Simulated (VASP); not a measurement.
Here is a VASP 6.6.1 calculation.

INCAR

```
  PREC = Accurate
  ENCUT = 520
  EDIFF = 1E-7
  ISMEAR = -1
  SIGMA = 0.025
  LREAL = False
  LASPH = True
  NELM = 150
  ALGO = Normal
  ISIF = 2
  LWAVE = False
  LCHARG = False
  ISPIN = 2
  MAGMOM = 1.14
  LORBIT = 11
  LMAXMIX = 4
  GGA = RE
  IVDW = 12
  NBANDS = 17
```

File KPOINTS:

```
regular mesh
0
Gamma
  12 12 12
```

Contents of POSCAR:

```
Mo
1.0
   -1.5624035240      1.5624035240      1.5624035240
    1.5624035240     -1.5624035240      1.5624035240
    1.5624035240      1.5624035240     -1.5624035240
Mo
1
Direct
    0.0000000000      0.0000000000      0.0000000000
```

Potentials or basis: VASP PAW PBE potentials, release 64 (Mo_sv).

The run is started by

```console
$ cat potpaw_PBE.64/Mo_sv/POTCAR > POTCAR
$ mpirun -np 1 vasp_std > vasp.out
```

(1) What does it give for the pressure?

(2) Predict the dispersion energy per atom.

(3) Estimate the net moment.

(4) What does it give for the band gap on the k mesh?

## Answers

(1) -2.6 GPa.

(2) -1.367 eV.

(3) 0.00 μB per cell.

(4) zero (filled and empty bands overlap).

Caveat: three body term missing; the PAW data sets were made with another functional, which shifts forces and pressure a little; pairwise dispersion overbinds metals, which lowers pressure and volume.
